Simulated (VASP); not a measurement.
# CsH (Fm-3m) in VASP: further runs

The runs below take CsH through single point, with r2SCAN.

Program: VASP 6.6.1. These are calculated values, not measurements. Logs are shortened: lines on timing, memory, paths and dates and some standing lists are left out, and cuts for length are marked.

### Step 1. The cell of the first run

The structure is cubic, space group Fm-3m (No. 225). The conventional cell has a = 6.333 Å, b = 6.333 Å, c = 6.333 Å, α = 90.00°, β = 90.00°, γ = 90.00°. Cs (site symmetry m-3m) has 6 H at 3.17 Å within 4.2 Å. Within 4.2 Å of H (site symmetry m-3m) lie 6 Cs at 3.17 Å.

### Step 2. Single point, r2SCAN

Input file POSCAR:

```
CsH
1.0
    0.0000000000      3.1666033800      3.1666033800
    3.1666033800      0.0000000000      3.1666033800
    3.1666033800      3.1666033800      0.0000000000
Cs H
1 1
Direct
    0.0000000000      0.0000000000      0.0000000000
    0.5000000000      0.5000000000      0.5000000000
```

Input file INCAR.step1:

```
SYSTEM = CsH
PREC = Accurate
ENCUT = 520
ISMEAR = -1
SIGMA = 0.02
LREAL = .False.
LASPH = .True.
NELM = 100
NBANDS = 12
GGA = PE
ALGO = Normal
EDIFF = 1E-4
LWAVE = .True.
LCHARG = .False.
```

Input file INCAR.step2:

```
SYSTEM = CsH
PREC = Accurate
ENCUT = 520
EDIFF = 1E-6
ISMEAR = -1
SIGMA = 0.02
LREAL = .False.
LASPH = .True.
NELM = 100
ALGO = Normal
ISIF = 2
LWAVE = .False.
LCHARG = .False.
METAGGA = R2SCAN
LMIXTAU = .True.
NBANDS = 12
ISTART = 1
```

Input file KPOINTS:

```
regular mesh
0
Gamma
  8 8 8
  0 0 0
```

Potentials or basis: VASP PAW PBE potentials, release 64 (Cs_sv, H).

The run is started by

```sh
cat potpaw_PBE.64/Cs_sv/POTCAR potpaw_PBE.64/H/POTCAR > POTCAR
cp INCAR.step1 INCAR
mpirun -np 1 vasp_std > vasp.out
cp INCAR.step2 INCAR
mpirun -np 1 vasp_std > vasp.out
```

OUTCAR:

```text
SYSTEM = CsH
   PREC = Accurate
   ENCUT = 520
   EDIFF = 1E-6
   ISMEAR = -1
   LREAL = .False.
   LASPH = .True.
   NELM = 100
   ISIF = 2
   METAGGA = R2SCAN
   ISTART = 1

 ion  position               nearest neighbor table
   1  0.000  0.000  0.000-
   2  0.500  0.500  0.500-

  LATTYP: Found a face centered cubic cell.
 ALAT       =     6.3332067600

  Lattice vectors:

 A1 = (   0.0000000000,   3.1666033800,   3.1666033800)
 A2 = (   3.1666033800,   0.0000000000,   3.1666033800)
 A3 = (   3.1666033800,   3.1666033800,   0.0000000000)

Analysis of symmetry for initial positions (statically):
=====================================================================
 Subroutine PRICEL returns:
 Original cell was already a primitive cell.

 Routine SETGRP: Setting up the symmetry group for a
 face centered cubic supercell.

 Subroutine GETGRP returns: Found 48 space group operations
 (whereof 48 operations were pure point group operations)
 out of a pool of 48 trial point group operations.

The static configuration has the point symmetry O_h .

Analysis of symmetry for dynamics (positions and initial velocities):
=====================================================================
 Subroutine PRICEL returns:
 Original cell was already a primitive cell.

 Routine SETGRP: Setting up the symmetry group for a
 face centered cubic supercell.

 Subroutine GETGRP returns: Found 48 space group operations
 (whereof 48 operations were pure point group operations)
 out of a pool of 48 trial point group operations.

The dynamic configuration has the point symmetry O_h .

 Subroutine INISYM returns: Found 48 space group operations
 (whereof 48 operations are pure point group operations),
 and found     1 'primitive' translations

----------------------------------------------------------------------------------------

                                     Primitive cell

  volume of cell :      63.5055

  direct lattice vectors                    reciprocal lattice vectors
     0.000000000  3.166603380  3.166603380    -0.157897892  0.157897892  0.157897892
     3.166603380  0.000000000  3.166603380     0.157897892 -0.157897892  0.157897892
     3.166603380  3.166603380  0.000000000     0.157897892  0.157897892 -0.157897892

  length of vectors
     4.478253447  4.478253447  4.478253447     0.273487172  0.273487172  0.273487172

  position of ions in fractional coordinates (direct lattice)
     0.000000000  0.000000000  0.000000000
     0.500000000  0.500000000  0.500000000

  ion indices of the primitive-cell ions
   primitive index   ion index
                 1           1
                 2           2

----------------------------------------------------------------------------------------

 KPOINTS: regular mesh

Automatic generation of k-mesh.
 Grid dimensions read from file:
 generate k-points for:    8    8    8

 Generating k-lattice:

  Cartesian coordinates                     Fractional coordinates (reciprocal lattice)
    -0.019737237  0.019737237  0.019737237     0.125000000  0.000000000  0.000000000
     0.019737237 -0.019737237  0.019737237     0.000000000  0.125000000  0.000000000
     0.019737237  0.019737237 -0.019737237     0.000000000  0.000000000  0.125000000

  Length of vectors
     0.034185897  0.034185897  0.034185897

  Shift w.r.t. Gamma in fractional coordinates (k-lattice)
     0.000000000  0.000000000  0.000000000

 Subroutine IBZKPT returns following result:
 ===========================================

 Found     29 irreducible k-points:

 Following reciprocal coordinates:
            Coordinates               Weight
  0.000000  0.000000  0.000000      1.000000
  0.125000  0.000000  0.000000      8.000000
  0.250000  0.000000  0.000000      8.000000
  0.375000  0.000000  0.000000      8.000000
  0.500000  0.000000  0.000000      4.000000
  0.125000  0.125000  0.000000      6.000000
[... 16 lines left out ...]
  0.500000  0.250000  0.125000     48.000000
 -0.375000  0.250000  0.125000     24.000000
 [... further k-points ...]
   k-points           NKPTS =     29   k-points in BZ     NKDIM =     29   number of bands    NBANDS=     12
   number of dos      NEDOS =    301   number of ions     NIONS =      2
   total plane-waves  NPLWV =  46656
   dimension x,y,z NGX =    36 NGY =   36 NGZ =   36
   dimension x,y,z NGXF=    72 NGYF=   72 NGZF=   72
   ions per type =               1   1
   NGX,Y,Z   is equivalent  to a cutoff of  13.36, 13.36, 13.36 a.u.
   NGXF,Y,Z  is equivalent  to a cutoff of  26.73, 26.73, 26.73 a.u.
 SYSTEM =  CsH
   PREC   = accura    normal or accurate (medium, high low for compatibility)
   ISTART =      1    job   : 0-new  1-cont  2-samecut
   ICHARG =      0    charge: 1-file 2-atom 10-const
   ISPIN  =      1    spin polarized calculation?
   LNONCOLLINEAR =      F non collinear calculations
   LSORBIT =      F    spin-orbit coupling
   LASPH  =      T    aspherical Exc in radial PAW
   ENCUT  =  520.0 eV  38.22 Ry    6.18 a.u.   8.33  8.33  8.33*2*pi/ulx,y,z
   NELM   =    100;   NELMIN=  2; NELMDL=  0     # of ELM steps
   EDIFF  = 0.1E-05   stopping-criterion for ELM
   LREAL  =      F    real-space projection
   EDIFFG = 0.1E-04   stopping-criterion for IOM
   NSW    =      0    number of steps for IOM
   IBRION =     -1    ionic relax: 0-MD 1-quasi-New 2-CG
   NFREE  =      0    steps in history (QN), initial steepest desc. (CG)
   ISIF   =      2    stress and relaxation
   ISYM   =      2    0-nonsym 1-usesym 2-fastsym
   POTIM  = 0.5000    time-step for ionic-motion
   TEBEG  =    0.0;   TEEND  =   0.0 temperature during run
   PSTRESS=    0.0 pullay stress
   NELECT =      10.0000    total number of electrons
   NUPDOWN=      -1.0000    fix difference up-down
   EMIN   =  10.00;   EMAX   =-10.00  energy-range for DOS
   EFERMI =   0.00;   METHOD = LEGACY
   ISMEAR =    -1;   SIGMA  =   0.02  broadening in eV -4-tet -1-fermi 0-gaus
   EFERMI_NEDOS =   21; number of points for ismear=-14 and -15
   IALGO  =     38    algorithm
   IMIX   =      4    mixing-type and parameters
     AMIX     =   0.40;   BMIX     =  1.00
     AMIX_MAG =   1.60;   BMIX_MAG =  1.00
  volume/ion in A,a.u.               =      31.75       214.28
  Fermi-wavevector in a.u.,A,eV,Ry     =   0.884038  1.670590 10.633280  0.781524
  Thomas-Fermi vector in A             =   2.004885
   LORBIT       =      0    0 simple, 1 ext, 2 COOP (PROOUT), +10 PAW based schemes
   METAGGA = R2SCAN    functional components
   LHFCALC =     F    Hartree Fock is set to
   AEXX    =    0.0000 exact exchange contribution
   IVDW    =     0    specifies the selected vdW correction
   LEPSILON=     F    determine dielectric tensor
   LRPA    =     F    only Hartree local field effects (RPA)
 non-spin polarized calculation
  energy-cutoff  :      520.00
  volume of cell :       63.51
 maximum number of plane-waves:      1727
 NGX is ok and might be reduce to    36
   NGX = 17   NGY = 17   NGZ = 17

 number of electron       9.9999999 magnetization

 Free energy of the ion-electron system (eV)
  ---------------------------------------------------
  ext. energy  EPLUGINS =         0.00000000
  ---------------------------------------------------
  free energy    TOTEN  =       -28.98733968 eV

  energy without entropy =      -28.98733968  energy(sigma->0) =      -28.98733968

 E-fermi :   0.3702     XC(G=0):  -7.6384

 val. band max:       -0.0153636299   @ k =   0.5000   0.0000   0.0000
 cond. band min:       2.6238820568   @ k =   0.5000   0.0000   0.0000
 fundamental gap:      2.6392456867
 Fermi energy:         0.3702136163

 k-point     1 :       0.0000    0.0000    0.0000
  band No.  band energies     occupation
      1     -22.0972      2.00000
      2      -8.1612      2.00000
      3      -8.1612      2.00000
      4      -8.1612      2.00000
      5      -1.7067      2.00000
      6       5.6717      0.00000
      7       5.6717      0.00000
      8       5.6717      0.00000
      9       6.3947      0.00000
     10       7.6182      0.00000
     11       7.6182      0.00000
     12       9.2465      0.00000

 k-point     2 :       0.1250    0.0000    0.0000
  band No.  band energies     occupation
      1     -22.0846      2.00000
      2      -8.3098      2.00000
      3      -8.1757      2.00000
      4      -8.1757      2.00000
      5      -1.4677      2.00000
      6       5.1272      0.00000
      7       5.7918      0.00000
      8       5.7918      0.00000
      9       6.2206      0.00000
     10       7.2661      0.00000
     11       7.2661      0.00000
     12       9.9708      0.00000

 k-point     3 :       0.2500    0.0000    0.0000
  band No.  band energies     occupation
      1     -22.0536      2.00000
      2      -8.6383      2.00000
      3      -8.2104      2.00000
      4      -8.2104      2.00000
      5      -0.8984      2.00000
      6       3.9898      0.00000
      7       5.7289      0.00000
      8       5.7289      0.00000
      9       6.4231      0.00000
     10       7.3167      0.00000
     11       7.3167      0.00000
     12      11.5560      0.00000

 k-point     4 :       0.3750    0.0000    0.0000
  band No.  band energies     occupation
      1     -22.0223      2.00000
      2      -8.9340      2.00000
      3      -8.2444      2.00000
      4      -8.2444      2.00000
      5      -0.2990      2.00000
      6       3.0279      0.00000
      7       5.3793      0.00000
      8       5.3793      0.00000
      9       7.1591      0.00000
     10       8.2229      0.00000
     11       8.2229      0.00000
     12      11.7111      0.00000

 k-point     5 :       0.5000    0.0000    0.0000
  band No.  band energies     occupation
      1     -22.0091      2.00000
      2      -9.0489      2.00000
      3      -8.2584      2.00000
      4      -8.2584      2.00000
      5      -0.0154      2.00000
      6       2.6239      0.00000
      7       5.2286      0.00000
      8       5.2286      0.00000
      9       7.8458      0.00000
     10       8.9254      0.00000
     11       8.9254      0.00000
     12      10.5129      0.00000
[... 228 lines left out ...]
      1     -21.9814      2.00000
      2      -8.9104      2.00000
      3      -8.4462      2.00000
      4      -8.4462      2.00000
      5      -1.2229      2.00000
      6       3.4450      0.00000
      7       6.1463      0.00000
      8       8.7136      0.00000
      9       9.0539      0.00000
     10       9.0539      0.00000
     11       9.1055      0.00000
     12       9.4312      0.00000

 k-point    22 :       0.3750    0.2500    0.1250
  band No.  band energies     occupation
      1     -22.0307      2.00000
      2      -8.7011      2.00000
      3      -8.3657      2.00000
      4      -8.2598      2.00000
      5      -0.7607      2.00000
      6       4.2783      0.00000
      7       4.3519      0.00000
      8       6.2580      0.00000
      9       6.6962      0.00000
     10       7.8440      0.00000
     11       8.6297      0.00000
     12      11.4793      0.00000

 k-point    23 :       0.5000    0.2500    0.1250
  band No.  band energies     occupation
      1     -22.0055      2.00000
      2      -8.8511      2.00000
      3      -8.4541      2.00000
      4      -8.3059      2.00000
      5      -0.5186      2.00000
      6       3.6654      0.00000
      7       4.6474      0.00000
      8       6.0056      0.00000
      9       7.4046      0.00000
     10       8.4062      0.00000
     11       9.4854      0.00000
     12      10.6776      0.00000

 k-point    24 :      -0.3750    0.2500    0.1250
  band No.  band energies     occupation
      1     -21.9950      2.00000
      2      -8.9139      2.00000
      3      -8.4808      2.00000
      4      -8.3318      2.00000
      5      -0.4256      2.00000
      6       3.4281      0.00000
      7       4.9186      0.00000
      8       5.8949      0.00000
      9       8.0221      0.00000
     10       8.2470      0.00000
     11       9.8515      0.00000
     12      10.0156      0.00000

 [... further k-points ...]

------------------------ aborting loop because EDIFF is reached ----------------------------------------

  FORCE on cell =-STRESS in cart. coord.  units (eV):
  Direction    XX          YY          ZZ          XY          YZ          ZX
  --------------------------------------------------------------------------------------
  -------------------------------------------------------------------------------------
  Total        0.1010834      0.1010834      0.1010834     -0.0000000      0.0000000     -0.0000000
  in kB        2.5502295      2.5502295      2.5502295     -0.0000000      0.0000000     -0.0000000
  external PRESSURE =       2.5502295 kB  Pullay stress =       0.0000000 kB

 VOLUME and BASIS-vectors are now :
 -----------------------------------------------------------------------------
  energy-cutoff  :      520.00
  volume of cell :       63.51
      direct lattice vectors                 reciprocal lattice vectors
     0.000000000  3.166603380  3.166603380    -0.157897892  0.157897892  0.157897892
     3.166603380  0.000000000  3.166603380     0.157897892 -0.157897892  0.157897892
     3.166603380  3.166603380  0.000000000     0.157897892  0.157897892 -0.157897892

 POSITION                                       TOTAL-FORCE (eV/Angst)
 -----------------------------------------------------------------------------------
      0.00000      0.00000      0.00000         0.000000     -0.000000      0.000000
      3.16660      3.16660      3.16660        -0.000000      0.000000     -0.000000
 -----------------------------------------------------------------------------------
    total drift:                               -0.000000      0.000000      0.000000

  FREE ENERGIE OF THE ION-ELECTRON SYSTEM (eV)
  ---------------------------------------------------
  free  energy   TOTEN  =       -28.9873396811 eV

  energy  without entropy=      -28.9873396811  energy(sigma->0) =      -28.98733968
```

It took 83 s on 1 thread of Intel Xeon Platinum 8259CL at 2.50GHz (Skylake/Cascade Lake), shared host; peak memory 0.22 GiB.

Results:

| Quantity | Value |
| --- | --- |
| Free energy | -28.9873 eV |
| Pressure | 0.3 GPa |
| Band gap on the k mesh | 2.64 eV, direct |

Levels at points of the mesh, in eV from the valence-band top:
```
           k point  band 1  band 2  band 3  band 4  band 5  band 6  band 7  band 8  band 9  band 10
(0.00, 0.00, 0.00)  -22.08   -8.15   -8.15   -8.15   -1.69    5.69    5.69    5.69    6.41     7.63
(0.50, 0.00, 0.00)  -21.99   -9.03   -8.24   -8.24    0.00    2.64    5.24    5.24    7.86     8.94
(0.50, 0.50, 0.00)  -21.97   -8.89   -8.43   -8.43   -1.21    3.46    6.16    8.73    9.07     9.07
```

Caveat: the PAW data sets were made with another functional, which shifts forces and pressure a little; spin-orbit coupling is left out, which moves the levels of the heavy elements.

### Step 3. Single point, r2SCAN

This run uses another cell than the first one, of 32.40 Å³/atom, 1.020 times its volume.

Input file POSCAR:

```
CsH
1.0
    0.0000000000      3.1880000000      3.1880000000
    3.1880000000      0.0000000000      3.1880000000
    3.1880000000      3.1880000000      0.0000000000
Cs H
1 1
Direct
    0.0000000000      0.0000000000      0.0000000000
    0.5000000000      0.5000000000      0.5000000000
```

Input file INCAR.step1:

```
PREC = Accurate ; ENCUT = 520
ISMEAR = -1 ; SIGMA = 0.02
LREAL = False ; LASPH = True
NELM = 60 ; NBANDS = 12
GGA = PE ; ALGO = Normal
EDIFF = 1E-4 ; LWAVE = True
LCHARG = False
```

Input file INCAR.step2:

```
PREC = Accurate ; ENCUT = 520
EDIFF = 1E-7 ; ISMEAR = -1
SIGMA = 0.02 ; LREAL = False
LASPH = True ; NELM = 60
ALGO = Normal ; ISIF = 2
LWAVE = False ; LCHARG = False
METAGGA = R2SCAN ; LMIXTAU = True
NBANDS = 12 ; ISTART = 1
```

Input file KPOINTS:

```
regular mesh
0
Gamma
  8 8 8
```

Potentials or basis: VASP PAW PBE potentials, release 64 (Cs_sv, H).

The run is started by

```sh
cat potpaw_PBE.64/Cs_sv/POTCAR potpaw_PBE.64/H/POTCAR > POTCAR
cp INCAR.step1 INCAR
mpirun -np 1 vasp_std > vasp.out
cp INCAR.step2 INCAR
mpirun -np 1 vasp_std > vasp.out
```

It took 1.7 min on 1 thread of Intel Xeon Platinum 8259CL at 2.50GHz (Skylake/Cascade Lake), shared host; peak memory 0.22 GiB.

The run converged. Its results:

```yaml
Free_energy: -28.9888 eV
Pressure: 0.0 GPa
Band_gap_on_the_k_mesh: 2.66 eV, direct
```

Levels at points of the mesh, in eV from the valence-band top:
```csv
k point,band 2,band 3,band 4,band 5,band 6,band 7,band 8,band 9
"(0.00, 0.00, 0.00)",-8.16,-8.16,-8.16,-1.65,5.69,5.69,5.69,6.34
"(0.50, 0.00, 0.00)",-9.00,-8.25,-8.25,0.00,2.66,5.25,5.25,7.79
"(0.50, 0.50, 0.00)",-8.87,-8.43,-8.43,-1.15,3.50,6.08,8.64,8.98
```

Caveat: the PAW data sets were made with another functional, which shifts forces and pressure a little; spin-orbit coupling is left out, which moves the levels of the heavy elements. A k mesh can miss the band edges.

### Step 4. Single point, r2SCAN

This run uses another cell than the first one, of 32.40 Å³/atom, 1.020 times its volume.

POSCAR is that of step 3.

Input file INCAR.step1:

```
SYSTEM = CsH
PREC = Accurate
ENCUT = 520
ISMEAR = -1
SIGMA = 0.02
LREAL = .FALSE.
LASPH = .TRUE.
NELM = 60
NBANDS = 12
GGA = PE
ALGO = Normal
EDIFF = 1E-4
LWAVE = .TRUE.
LCHARG = .FALSE.
```

Input file INCAR.step2:

```
SYSTEM = CsH
PREC = Accurate
ENCUT = 520
EDIFF = 1E-6
ISMEAR = -1
SIGMA = 0.02
LREAL = .FALSE.
LASPH = .TRUE.
NELM = 60
ALGO = Normal
ISIF = 2
LWAVE = .FALSE.
LCHARG = .FALSE.
METAGGA = R2SCAN
LMIXTAU = .TRUE.
NBANDS = 12
ISTART = 1
```

Input file KPOINTS:

```
regular mesh
0
G
  8 8 8
  0 0 0
```

The run is started by

```sh
cat potpaw_PBE.64/Cs_sv/POTCAR potpaw_PBE.64/H/POTCAR > POTCAR
cp INCAR.step1 INCAR
mpirun -np 1 vasp_std > vasp.out
cp INCAR.step2 INCAR
mpirun -np 1 vasp_std > vasp.out
```

Wall time 88 s (1 thread of Intel Xeon Platinum 8259CL at 2.50GHz (Skylake/Cascade Lake), shared host); peak memory 0.22 GiB.

It converged, with:

- Free energy: -28.9888 eV
- Pressure: 0.0 GPa
- Band gap on the k mesh: 2.66 eV, direct

Levels at points of the mesh, in eV from the valence-band top:
| k point | band 3 | band 4 | band 5 | band 6 | band 7 | band 8 |
| --- | --- | --- | --- | --- | --- | --- |
| (0.00, 0.00, 0.00) | -8.16 | -8.16 | -1.65 | 5.69 | 5.69 | 5.69 |
| (0.50, 0.00, 0.00) | -8.25 | -8.25 | 0.00 | 2.66 | 5.25 | 5.25 |
| (0.50, 0.50, 0.00) | -8.43 | -8.43 | -1.15 | 3.50 | 6.08 | 8.64 |

Caveat: the PAW data sets were made with another functional, which shifts forces and pressure a little; spin-orbit coupling is left out, which moves the levels of the heavy elements.
